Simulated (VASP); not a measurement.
# MgCd3Se2 (P-6m2) in VASP: single point with RPBE

Aim: the single point of MgCd3Se2 with RPBE.

All numbers are computed with VASP 6.6.1; they aren't measurements. Logs are shortened: lines on timing, memory, paths and dates and some standing lists are left out, and cuts for length are marked.

## 1. The cell of the first run

It takes space group P-6m2 (No. 187, hexagonal). The conventional cell has a = 4.726 Å, b = 4.726 Å, c = 7.904 Å, α = 90.00°, β = 90.00°, γ = 120.00°. Within 3.6 Å of Mg (site symmetry -6m2) lie 3 Cd at 2.73 Å and 6 Se at 3.19 Å. Within 3.6 Å of Cd (site symmetry -6m2) lie 3 Cd at 2.73 Å and 6 Se at 3.56 Å. Cd (site symmetry -6m2) has 3 Mg at 2.73 Å and 6 Se at 3.19 Å within 3.6 Å. Within 3.6 Å of Cd (site symmetry -6m2) lie 3 Cd at 2.73 Å and 6 Se at 3.56 Å. Within 4.2 Å of Se (site symmetry 3m) lie 9 Cd at 3.19 to 3.56 Å and 3 Mg at 3.19 Å and 1 Se at 3.32 Å.

## 2. Single point, RPBE

INCAR reads:

```
ALGO = Normal ; EDIFF = 1E-6
ENCUT = 600 ; GGA = RP
GGA_COMPAT = F ; ISIF = 2
ISMEAR = 0 ; LASPH = T
LCHARG = F ; LREAL = F
LWAVE = F ; NBANDS = 34
NELM = 120 ; PREC = Accurate
SIGMA = 0.1
```

KPOINTS reads:

```
k-points
0
Gamma
  12 12 6
```

POSCAR reads:

```
MgCd3Se2
1.0
    4.7257778631      0.0000000000      0.0000000000
   -2.3628889315      4.0926436821      0.0000000000
    0.0000000000      0.0000000000      7.9038619292
Mg Cd Se
1 3 2
Direct
    0.6666666667      0.3333333333      0.5000000000
    0.6666666667      0.3333333333      0.0000000000
    0.0000000000      0.0000000000      0.5000000000
    0.0000000000      0.0000000000      0.0000000000
    0.3333333333      0.6666666667      0.7103174511
    0.3333333333      0.6666666667      0.2896825489
```

Potentials or basis: VASP PAW PBE potentials, release 64 (Mg, Cd, Se).

Launch:

```console
$ cat potpaw_PBE.64/Mg/POTCAR potpaw_PBE.64/Cd/POTCAR potpaw_PBE.64/Se/POTCAR > POTCAR
$ mpirun -np 1 vasp_std > vasp.out
```

OUTCAR:

```text
EDIFF = 1E-6
   ENCUT = 600
   GGA = RP
   ISIF = 2
   ISMEAR = 0
   LASPH = T
   LREAL = F
   NELM = 120
   PREC = Accurate

 ion  position               nearest neighbor table
   1  0.667  0.333  0.500-   3 2.73   3 2.73   3 2.73   6 3.19   5 3.19   6 3.19   5 3.19   6 3.19
                             5 3.19
   2  0.667  0.333  0.000-   4 2.73   4 2.73   4 2.73
   3  0.000  0.000  0.500-   1 2.73   1 2.73   1 2.73   6 3.19   5 3.19   5 3.19   6 3.19   5 3.19
                             6 3.19
   4  0.000  0.000  0.000-   2 2.73   2 2.73   2 2.73
   5  0.333  0.667  0.710-   3 3.19   1 3.19   1 3.19   3 3.19   3 3.19   1 3.19
   6  0.333  0.667  0.290-   3 3.19   1 3.19   1 3.19   3 3.19   3 3.19   1 3.19

  LATTYP: Found a hexagonal cell.
 ALAT       =     4.7257778631
 C/A-ratio  =     1.6724996727

  Lattice vectors:

 A1 = (   4.7257778631,   0.0000000000,   0.0000000000)
 A2 = (  -2.3628889315,   4.0926436821,   0.0000000000)
 A3 = (   0.0000000000,   0.0000000000,   7.9038619292)

Analysis of symmetry for initial positions (statically):
=====================================================================
 Subroutine PRICEL returns:
 Original cell was already a primitive cell.

 Routine SETGRP: Setting up the symmetry group for a
 hexagonal supercell.

 Subroutine GETGRP returns: Found 12 space group operations
 (whereof 12 operations were pure point group operations)
 out of a pool of 24 trial point group operations.

The static configuration has the point symmetry D_3h.

Analysis of symmetry for dynamics (positions and initial velocities):
=====================================================================
 Subroutine PRICEL returns:
 Original cell was already a primitive cell.

 Routine SETGRP: Setting up the symmetry group for a
 hexagonal supercell.

 Subroutine GETGRP returns: Found 12 space group operations
 (whereof 12 operations were pure point group operations)
 out of a pool of 24 trial point group operations.

The dynamic configuration has the point symmetry D_3h.

 Subroutine INISYM returns: Found 12 space group operations
 (whereof 12 operations are pure point group operations),
 and found     1 'primitive' translations

----------------------------------------------------------------------------------------

                                     Primitive cell

  volume of cell :     152.8680

  direct lattice vectors                    reciprocal lattice vectors
     4.725777863  0.000000000  0.000000000     0.211605376  0.122170421  0.000000000
    -2.362888932  4.092643682  0.000000000     0.000000000  0.244340841  0.000000000
     0.000000000  0.000000000  7.903861929     0.000000000  0.000000000  0.126520429

  length of vectors
     4.725777863  4.725777863  7.903861929     0.244340841  0.244340841  0.126520429

  position of ions in fractional coordinates (direct lattice)
     0.666666667  0.333333333  0.500000000
     0.666666667  0.333333333  0.000000000
     0.000000000  0.000000000  0.500000000
     0.000000000  0.000000000  0.000000000
     0.333333333  0.666666667  0.710317451
     0.333333333  0.666666667  0.289682549

  ion indices of the primitive-cell ions
   primitive index   ion index
                 1           1
                 2           2
                 3           3
                 4           4
                 5           5
                 6           6

----------------------------------------------------------------------------------------

 KPOINTS: k-points

Automatic generation of k-mesh.
 Grid dimensions read from file:
 generate k-points for:   12   12    6

 Generating k-lattice:

  Cartesian coordinates                     Fractional coordinates (reciprocal lattice)
     0.017633781  0.010180868  0.000000000     0.083333333  0.000000000  0.000000000
     0.000000000  0.020361737  0.000000000     0.000000000  0.083333333  0.000000000
     0.000000000  0.000000000  0.021086738     0.000000000  0.000000000  0.166666667

  Length of vectors
     0.020361737  0.020361737  0.021086738

  Shift w.r.t. Gamma in fractional coordinates (k-lattice)
     0.000000000  0.000000000  0.000000000

 Subroutine IBZKPT returns following result:
 ===========================================

 Found     76 irreducible k-points:

 Following reciprocal coordinates:
            Coordinates               Weight
  0.000000  0.000000  0.000000      1.000000
  0.083333  0.000000  0.000000      6.000000
  0.166667  0.000000  0.000000      6.000000
  0.250000  0.000000  0.000000      6.000000
  0.333333  0.000000  0.000000      6.000000
  0.416667  0.000000  0.000000      6.000000
[... 16 lines left out ...]
  0.250000  0.000000  0.166667     12.000000
  0.333333  0.000000  0.166667     12.000000
 [... further k-points ...]
   k-points           NKPTS =     76   k-points in BZ     NKDIM =     76   number of bands    NBANDS=     34
   number of dos      NEDOS =    301   number of ions     NIONS =      6
   total plane-waves  NPLWV = 102400
   dimension x,y,z NGX =    40 NGY =   40 NGZ =   64
   dimension x,y,z NGXF=    80 NGYF=   80 NGZF=  128
   ions per type =               1   3   2
   NGX,Y,Z   is equivalent  to a cutoff of  14.07, 14.07, 13.46 a.u.
   NGXF,Y,Z  is equivalent  to a cutoff of  28.14, 28.14, 26.92 a.u.
 SYSTEM =  unknown system
   PREC   = accura    normal or accurate (medium, high low for compatibility)
   ISTART =      0    job   : 0-new  1-cont  2-samecut
   ICHARG =      2    charge: 1-file 2-atom 10-const
   ISPIN  =      1    spin polarized calculation?
   LNONCOLLINEAR =      F non collinear calculations
   LSORBIT =      F    spin-orbit coupling
   LASPH  =      T    aspherical Exc in radial PAW
   ENCUT  =  600.0 eV  44.10 Ry    6.64 a.u.   9.44  9.44 15.79*2*pi/ulx,y,z
   NELM   =    120;   NELMIN=  2; NELMDL= -5     # of ELM steps
   EDIFF  = 0.1E-05   stopping-criterion for ELM
   LREAL  =      F    real-space projection
[... 7 lines left out ...]
   TEBEG  =    0.0;   TEEND  =   0.0 temperature during run
   PSTRESS=    0.0 pullay stress
   NELECT =      50.0000    total number of electrons
   NUPDOWN=      -1.0000    fix difference up-down
   EMIN   =  10.00;   EMAX   =-10.00  energy-range for DOS
   EFERMI =   0.00;   METHOD = LEGACY
   ISMEAR =     0;   SIGMA  =   0.10  broadening in eV -4-tet -1-fermi 0-gaus
   EFERMI_NEDOS =   21; number of points for ismear=-14 and -15
   IALGO  =     38    algorithm
   IMIX   =      4    mixing-type and parameters
     AMIX     =   0.40;   BMIX     =  1.00
     AMIX_MAG =   1.60;   BMIX_MAG =  1.00
  volume/ion in A,a.u.               =      25.48       171.93
  Fermi-wavevector in a.u.,A,eV,Ry     =   1.127957  2.131530 17.310523  1.272288
  Thomas-Fermi vector in A             =   2.264645
   LORBIT       =      0    0 simple, 1 ext, 2 COOP (PROOUT), +10 PAW based schemes
   GGA     = RP    functional components
   LHFCALC =     F    Hartree Fock is set to
   AEXX    =    0.0000 exact exchange contribution
   IVDW    =     0    specifies the selected vdW correction
   LEPSILON=     F    determine dielectric tensor
   LRPA    =     F    only Hartree local field effects (RPA)
 non-spin polarized calculation
 Gauss-broadening in eV      SIGMA  =   0.10
  energy-cutoff  :      600.00
  volume of cell :      152.87
 maximum number of plane-waves:      5155
 NGX is ok and might be reduce to    40
   NGX = 19   NGY = 19   NGZ = 31

 number of electron      50.0000011 magnetization

 Free energy of the ion-electron system (eV)
  ---------------------------------------------------
  ext. energy  EPLUGINS =         0.00000000
  ---------------------------------------------------
  free energy    TOTEN  =        -8.55904339 eV

  energy without entropy =       -8.54361935  energy(sigma->0) =       -8.55133137

 E-fermi :   2.3830     XC(G=0):  -9.3584

 val. band max:        2.3796304434   @ k =   0.1667   0.1667   0.5000
 cond. band min:       2.3894891627   @ k =   0.2500   0.1667   0.1667
 fundamental gap:      0.0098587193
 Fermi energy:         2.3830258495

 k-point     1 :       0.0000    0.0000    0.0000
  band No.  band energies     occupation
      1     -10.4809      2.00000
      2      -9.7858      2.00000
      3      -6.7655      2.00000
      4      -6.7655      2.00000
      5      -6.7474      2.00000
      6      -6.5873      2.00000
[... 26 lines left out ...]
     33       7.6982      0.00000
     34       7.7708      0.00000

 k-point     2 :       0.0833    0.0000    0.0000
  band No.  band energies     occupation
      1     -10.4648      2.00000
      2      -9.7803      2.00000
      3      -6.7660      2.00000
      4      -6.7602      2.00000
      5      -6.7459      2.00000
      6      -6.5828      2.00000
[... 26 lines left out ...]
     33       7.6296      0.00000
     34       8.0995      0.00000

 k-point     3 :       0.1667    0.0000    0.0000
  band No.  band energies     occupation
      1     -10.4202      2.00000
      2      -9.7652      2.00000
      3      -6.7682      2.00000
      4      -6.7574      2.00000
      5      -6.7456      2.00000
      6      -6.6659      2.00000
[... 26 lines left out ...]
     33       7.8439      0.00000
     34       7.9971      0.00000

 k-point     4 :       0.2500    0.0000    0.0000
  band No.  band energies     occupation
      1     -10.3581      2.00000
      2      -9.7445      2.00000
      3      -6.8237      2.00000
      4      -6.7590      2.00000
      5      -6.7583      2.00000
      6      -6.7231      2.00000
[... 26 lines left out ...]
     33       7.7928      0.00000
     34       8.4911      0.00000

 k-point     5 :       0.3333    0.0000    0.0000
  band No.  band energies     occupation
      1     -10.2945      2.00000
      2      -9.7238      2.00000
      3      -6.8941      2.00000
      4      -6.8288      2.00000
      5      -6.7472      2.00000
      6      -6.7031      2.00000
[... 621 lines left out ...]
 k-point    22 :       0.1667    0.0000    0.1667
  band No.  band energies     occupation
      1     -10.4077      2.00000
      2      -9.7836      2.00000
      3      -6.7672      2.00000
      4      -6.7577      2.00000
      5      -6.7456      2.00000
      6      -6.6661      2.00000
[... 26 lines left out ...]
     33       7.6231      0.00000
     34       8.2598      0.00000

 k-point    23 :       0.2500    0.0000    0.1667
  band No.  band energies     occupation
      1     -10.3474      2.00000
      2      -9.7597      2.00000
      3      -6.8234      2.00000
      4      -6.7587      2.00000
      5      -6.7578      2.00000
      6      -6.7236      2.00000
[... 26 lines left out ...]
     33       7.7287      0.00000
     34       8.8042      0.00000

 k-point    24 :       0.3333    0.0000    0.1667
  band No.  band energies     occupation
      1     -10.2857      2.00000
      2      -9.7358      2.00000
      3      -6.8933      2.00000
      4      -6.8287      2.00000
      5      -6.7473      2.00000
      6      -6.7033      2.00000
[... 26 lines left out ...]
     33       7.6269      0.00000
     34       9.1580      0.00000

 [... further k-points ...]
[... 5 lines left out ...]
  --------------------------------------------------------------------------------------
  -------------------------------------------------------------------------------------
  Total        2.0207592      2.0207592      1.4671189      0.0000000     -0.0000000      0.0000000
  in kB       21.1791517     21.1791517     15.3765644      0.0000000     -0.0000000      0.0000000
  external PRESSURE =      19.2449560 kB  Pullay stress =       0.0000000 kB

 VOLUME and BASIS-vectors are now :
 -----------------------------------------------------------------------------
  energy-cutoff  :      600.00
  volume of cell :      152.87
      direct lattice vectors                 reciprocal lattice vectors
     4.725777863  0.000000000  0.000000000     0.211605376  0.122170421  0.000000000
    -2.362888932  4.092643682  0.000000000     0.000000000  0.244340841  0.000000000
     0.000000000  0.000000000  7.903861929     0.000000000  0.000000000  0.126520429

 POSITION                                       TOTAL-FORCE (eV/Angst)
 -----------------------------------------------------------------------------------
      2.36289      1.36421      3.95193         0.000000      0.000000      0.000000
      2.36289      1.36421      0.00000        -0.000000      0.000000      0.000000
      0.00000      0.00000      3.95193        -0.000000      0.000000      0.000000
      0.00000      0.00000      0.00000         0.000000     -0.000000      0.000000
     -0.00000      2.72843      5.61425        -0.000000      0.000000      0.039844
     -0.00000      2.72843      2.28961         0.000000      0.000000     -0.039844
 -----------------------------------------------------------------------------------
    total drift:                                0.000000     -0.000000      0.000000

  FREE ENERGIE OF THE ION-ELECTRON SYSTEM (eV)
  ---------------------------------------------------
  free  energy   TOTEN  =        -8.5590433909 eV

  energy  without entropy=       -8.5436193499  energy(sigma->0) =       -8.55133137
```

It took 8.3 min on 1 thread of Oxide Virtual Turin-like, shared host; peak memory 0.59 GiB.

Results:

```
Free energy            : -8.5590 eV
Pressure               : 1.9 GPa
Largest force          : 0.040 eV/Å
Band gap on the k mesh : zero (bands 25 and 26 overlap by 0.33 eV)
```

Forces in eV/Å, atoms in the order of the input:
```
Mg   0.000  0.000  0.000
Cd   0.000  0.000  0.000
Cd   0.000  0.000  0.000
Cd   0.000  0.000  0.000
Se   0.000  0.000  0.040
Se   0.000  0.000 -0.040
```

Caveat: semilocal functionals underestimate gaps, and a narrow one can read as zero; the PAW data sets were made with another functional, which shifts forces and pressure a little.
